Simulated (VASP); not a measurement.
# CaMg (Pm-3m) in VASP: further runs

Runs on CaMg. Level: LDA. Tasks: single point.

Program: VASP 6.6.1. These are calculated values, not measurements. Logs are shortened: lines on timing, memory, paths and dates and some standing lists are left out, and cuts for length are marked.

**1. The cell of the first run**

The structure is cubic, space group Pm-3m (No. 221). The conventional cell has a = 3.890 Å, b = 3.890 Å, c = 3.890 Å, α = 90.00°, β = 90.00°, γ = 90.00°. Within 4.4 Å of Ca (site symmetry m-3m) lie 8 Mg at 3.37 Å and 6 Ca at 3.89 Å. Within 4.4 Å of Mg (site symmetry m-3m) lie 8 Ca at 3.37 Å and 6 Mg at 3.89 Å.

**2. Single point, LDA**

Contents of INCAR:

```
  PREC = Accurate
  ENCUT = 520
  EDIFF = 1E-6
  ISMEAR = 0
  SIGMA = 0.15
  LREAL = F
  LASPH = T
  NELM = 60
  ALGO = Fast
  ISIF = 2
  LWAVE = F
  LCHARG = F
  NBANDS = 13
```

Contents of KPOINTS:

```
Automatic mesh
0
Gamma
  12 12 12
```

Contents of POSCAR:

```
CaMg
1.0
    3.8902953072      0.0000000000      0.0000000000
    0.0000000000      3.8902953072      0.0000000000
    0.0000000000      0.0000000000      3.8902953072
Ca Mg
1 1
Direct
    0.0000000000      0.0000000000      0.0000000000
    0.5000000000      0.5000000000      0.5000000000
```

Potentials or basis: VASP PAW LDA potentials, release 64 (Ca_sv, Mg).

Run with:

```sh
cat potpaw_LDA.64/Ca_sv/POTCAR potpaw_LDA.64/Mg/POTCAR > POTCAR
mpirun -np 1 vasp_std > vasp.out
```

OUTCAR:

```text
PREC = Accurate
   ENCUT = 520
   EDIFF = 1E-6
   ISMEAR = 0
   LREAL = F
   LASPH = T
   NELM = 60
   ISIF = 2

 ion  position               nearest neighbor table
   1  0.000  0.000  0.000-   2 3.37   2 3.37   2 3.37   2 3.37   2 3.37   2 3.37   2 3.37   2 3.37

   2  0.500  0.500  0.500-   1 3.37   1 3.37   1 3.37   1 3.37   1 3.37   1 3.37   1 3.37   1 3.37

  LATTYP: Found a simple cubic cell.
 ALAT       =     3.8902953072

  Lattice vectors:

 A1 = (   3.8902953072,   0.0000000000,   0.0000000000)
 A2 = (   0.0000000000,   3.8902953072,   0.0000000000)
 A3 = (   0.0000000000,   0.0000000000,   3.8902953072)

Analysis of symmetry for initial positions (statically):
=====================================================================
 Subroutine PRICEL returns:
 Original cell was already a primitive cell.

 Routine SETGRP: Setting up the symmetry group for a
 simple cubic supercell.

 Subroutine GETGRP returns: Found 48 space group operations
 (whereof 48 operations were pure point group operations)
 out of a pool of 48 trial point group operations.

The static configuration has the point symmetry O_h .

Analysis of symmetry for dynamics (positions and initial velocities):
=====================================================================
 Subroutine PRICEL returns:
 Original cell was already a primitive cell.

 Routine SETGRP: Setting up the symmetry group for a
 simple cubic supercell.

 Subroutine GETGRP returns: Found 48 space group operations
 (whereof 48 operations were pure point group operations)
 out of a pool of 48 trial point group operations.

The dynamic configuration has the point symmetry O_h .

 Subroutine INISYM returns: Found 48 space group operations
 (whereof 48 operations are pure point group operations),
 and found     1 'primitive' translations

----------------------------------------------------------------------------------------

                                     Primitive cell

  volume of cell :      58.8773

  direct lattice vectors                    reciprocal lattice vectors
     3.890295307  0.000000000  0.000000000     0.257049895  0.000000000  0.000000000
     0.000000000  3.890295307  0.000000000     0.000000000  0.257049895  0.000000000
     0.000000000  0.000000000  3.890295307     0.000000000  0.000000000  0.257049895

  length of vectors
     3.890295307  3.890295307  3.890295307     0.257049895  0.257049895  0.257049895

[... 90 lines left out ...]
   PSTRESS=    0.0 pullay stress
   NELECT =      12.0000    total number of electrons
   NUPDOWN=      -1.0000    fix difference up-down
   EMIN   =  10.00;   EMAX   =-10.00  energy-range for DOS
   EFERMI =   0.00;   METHOD = LEGACY
   ISMEAR =     0;   SIGMA  =   0.15  broadening in eV -4-tet -1-fermi 0-gaus
   EFERMI_NEDOS =   21; number of points for ismear=-14 and -15
   IALGO  =     68    algorithm
   IMIX   =      4    mixing-type and parameters
     AMIX     =   0.40;   BMIX     =  1.00
     AMIX_MAG =   1.60;   BMIX_MAG =  1.00
  volume/ion in A,a.u.               =      29.44       198.66
  Fermi-wavevector in a.u.,A,eV,Ry     =   0.963428  1.820615 12.628844  0.928194
  Thomas-Fermi vector in A             =   2.092973
   LORBIT       =      0    0 simple, 1 ext, 2 COOP (PROOUT), +10 PAW based schemes
   GGA     = CA    functional components
   LHFCALC =     F    Hartree Fock is set to
   AEXX    =    0.0000 exact exchange contribution
   IVDW    =     0    specifies the selected vdW correction
   LEPSILON=     F    determine dielectric tensor
   LRPA    =     F    only Hartree local field effects (RPA)
 non-spin polarized calculation
 RMM-DIIS sequential band-by-band and
 Gauss-broadening in eV      SIGMA  =   0.15
  energy-cutoff  :      520.00
  volume of cell :       58.88
 maximum number of plane-waves:      1622
 NGX is ok and might be reduce to    30
   NGX = 15   NGY = 15   NGZ = 15

 number of electron      12.0000005 magnetization

 Free energy of the ion-electron system (eV)
  ---------------------------------------------------
  ext. energy  EPLUGINS =         0.00000000
  ---------------------------------------------------
  free energy    TOTEN  =        -4.28728232 eV

  energy without entropy =       -4.26814781  energy(sigma->0) =       -4.27771506

 E-fermi :   2.2454     XC(G=0):  -8.5779

 val. band max:        2.2360927404   @ k =   0.3333   0.3333   0.0833
 cond. band min:       2.2469188395   @ k =   0.2500   0.1667   0.0000
 fundamental gap:      0.0108260991
 Fermi energy:         2.2453650946

 k-point     1 :       0.0000    0.0000    0.0000
  band No.  band energies     occupation
      1     -38.6616      2.00000
      2     -19.9393      2.00000
      3     -19.9393      2.00000
      4     -19.9393      2.00000
      5      -3.0180      2.00000
      6       3.1924      0.00000
      7       3.1924      0.00000
      8       6.1072      0.00000
      9       6.1072      0.00000
     10       6.1072      0.00000
     11       6.4792      0.00000
     12       6.4792      0.00000
     13       6.4792      0.00000
[... 354 lines left out ...]
  band No.  band energies     occupation
      1     -38.6522      2.00000
      2     -20.0152      2.00000
      3     -19.9972      2.00000
      4     -19.9261      2.00000
      5      -0.3659      2.00000
      6       1.3222      2.00000
      7       2.4648      0.03856
      8       3.7502      0.00000
      9       4.9690      0.00000
     10       5.3038      0.00000
     11       6.8344      0.00000
     12       7.2708      0.00000
     13       8.3525      0.00000

 [... further k-points ...]

------------------------ aborting loop because EDIFF is reached ----------------------------------------

  FORCE on cell =-STRESS in cart. coord.  units (eV):
  Direction    XX          YY          ZZ          XY          YZ          ZX
  --------------------------------------------------------------------------------------
  -------------------------------------------------------------------------------------
  Total       -0.2932493     -0.2932493     -0.2932493     -0.0000000      0.0000000     -0.0000000
  in kB       -7.9799430     -7.9799430     -7.9799430     -0.0000000      0.0000000     -0.0000000
  external PRESSURE =      -7.9799430 kB  Pullay stress =       0.0000000 kB

 VOLUME and BASIS-vectors are now :
 -----------------------------------------------------------------------------
  energy-cutoff  :      520.00
  volume of cell :       58.88
      direct lattice vectors                 reciprocal lattice vectors
     3.890295307  0.000000000  0.000000000     0.257049895  0.000000000  0.000000000
     0.000000000  3.890295307  0.000000000     0.000000000  0.257049895  0.000000000
     0.000000000  0.000000000  3.890295307     0.000000000  0.000000000  0.257049895

 POSITION                                       TOTAL-FORCE (eV/Angst)
 -----------------------------------------------------------------------------------
      0.00000      0.00000      0.00000         0.000000      0.000000      0.000000
      1.94515      1.94515      1.94515         0.000000      0.000000      0.000000
 -----------------------------------------------------------------------------------
    total drift:                                0.000000     -0.000000     -0.000000

  FREE ENERGIE OF THE ION-ELECTRON SYSTEM (eV)
  ---------------------------------------------------
  free  energy   TOTEN  =        -4.2872823176 eV

  energy  without entropy=       -4.2681478103  energy(sigma->0) =       -4.27771506
```

OSZICAR:

```text
N       E                     dE             d eps       ncg     rms          rms(c)
DAV:   1     0.695102894503E+02    0.69510E+02   -0.54829E+03  2184   0.807E+02
DAV:   2    -0.238903025192E+01   -0.71899E+02   -0.70657E+02  2504   0.200E+02
DAV:   3    -0.428027486607E+01   -0.18912E+01   -0.18678E+01  3493   0.297E+01
DAV:   4    -0.435000598601E+01   -0.69731E-01   -0.69583E-01  2637   0.473E+00
DAV:   5    -0.435142645431E+01   -0.14205E-02   -0.14203E-02  3303   0.587E-01    0.265E+00
RMM:   6    -0.429974832463E+01    0.51678E-01   -0.49680E-02  2393   0.159E+00    0.169E+00
RMM:   7    -0.428871609332E+01    0.11032E-01   -0.65731E-02  2730   0.199E+00    0.296E-01
RMM:   8    -0.428711456248E+01    0.16015E-02   -0.13460E-02  2408   0.128E+00    0.413E-02
RMM:   9    -0.428723723679E+01   -0.12267E-03   -0.22457E-03  3015   0.550E-01    0.218E-02
RMM:  10    -0.428727179320E+01   -0.34556E-04   -0.48257E-04  3154   0.207E-01    0.139E-02
RMM:  11    -0.428728145008E+01   -0.96569E-05   -0.13694E-04  3021   0.108E-01    0.166E-02
RMM:  12    -0.428728088793E+01    0.56214E-06   -0.57850E-05  3115   0.707E-02    0.774E-03
RMM:  13    -0.428728179578E+01   -0.90785E-06   -0.13959E-05  3108   0.311E-02    0.232E-03
RMM:  14    -0.428728231755E+01   -0.52177E-06   -0.50483E-06  2535   0.136E-02
   1 F= -.42872823E+01 E0= -.42777151E+01  d E =-.191345E-01
```

stdout:

```text
POSCAR found type information on POSCAR CaMg
 POSCAR found :  2 types and       2 ions
 scaLAPACK will be used
 LDA part: xc-table for (Slater(with rela. corr.)+CA(PZ))
 , standard interpolation
 POSCAR, INCAR and KPOINTS ok, starting setup
 FFT: planning ... GRIDC
 FFT: planning ... GRID_SOFT
 FFT: planning ... GRID
 WAVECAR not read
 entering main loop
```

Run time: 66 s. Hardware: 1 thread of Intel Xeon 6975P-C (Granite Rapids), shared host; peak memory 0.2 GiB.

Results:

```
Free energy            : -4.2873 eV
Pressure               : -0.8 GPa
Band gap on the k mesh : zero (bands 6 and 7 overlap by 1.31 eV)
```

Levels at points of the mesh, in eV from the Fermi level:
```tsv
k point	band 4	band 5	band 6	band 7	band 8	band 9
(0.00, 0.00, 0.00)	-22.18	-5.26	0.95	0.95	3.86	3.86
(0.50, 0.00, 0.00)	-22.18	-2.95	-2.48	1.71	2.29	2.29
(0.50, 0.50, 0.00)	-22.17	-1.93	-0.24	-0.24	0.31	2.85
(0.50, 0.50, 0.50)	-22.25	-0.36	-0.36	-0.36	1.52	2.89
```

[end of part 1 of 2]
